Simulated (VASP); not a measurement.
YLu2F3, 6 atoms in the cell. It takes space group Cmmm (No. 65, orthorhombic). The conventional cell has a = 6.187 Å, b = 9.435 Å, c = 3.080 Å, α = 90.00°, β = 90.00°, γ = 90.00°. Within 3.5 Å of Y (site symmetry mmm) lie 2 Lu at 2.68 Å and 2 Y at 3.08 Å and 10 F at 3.09 to 3.21 Å. Within 2.7 Å of Lu (site symmetry m2m) lie 5 F at 2.03 to 2.21 Å and 1 Y at 2.68 Å. F (site symmetry mmm) has 2 Lu at 2.03 Å within 2.7 Å. Within 2.9 Å of F (site symmetry 2/m) lie 4 Lu at 2.21 Å. The cell was generated, and may not be a known phase.

```yaml
Program: VASP 6.6.1
Task: single point
Functional: PBE
Potentials_or_basis: VASP PAW PBE potentials, release 64 (Y_sv, Lu, F_h)
Cutoff: 1350 eV
k_mesh: 4 × 4 × 6
Occupations: gaussian, width 0.1 eV
Spin: no spin polarisation
Dipole_correction: no
Further_INCAR_settings: ALGO = Normal; EDIFF = 1e-06; NBANDS = 50
```

Potentials or basis: VASP PAW PBE potentials, release 64 (Y_sv, Lu, F_h).

The run is started by

```bash
$ cat potpaw_PBE.64/Y_sv/POTCAR potpaw_PBE.64/Lu/POTCAR potpaw_PBE.64/F_h/POTCAR > POTCAR
$ mpirun -np 1 vasp_std > vasp.out
```

Hardware: 1 thread of Intel(R) Xeon(R) Platinum 8175M CPU @ 2.50GHz (Skylake/Cascade Lake) (shared host).

Problem. Estimate the wall time of this run.

Solution. Run time: 11 min on 1 thread of Intel(R) Xeon(R) Platinum 8175M CPU @ 2.50GHz (Skylake/Cascade Lake) (shared host), peak memory 0.76 GiB. Counts: scf iterations 15, k points 28.
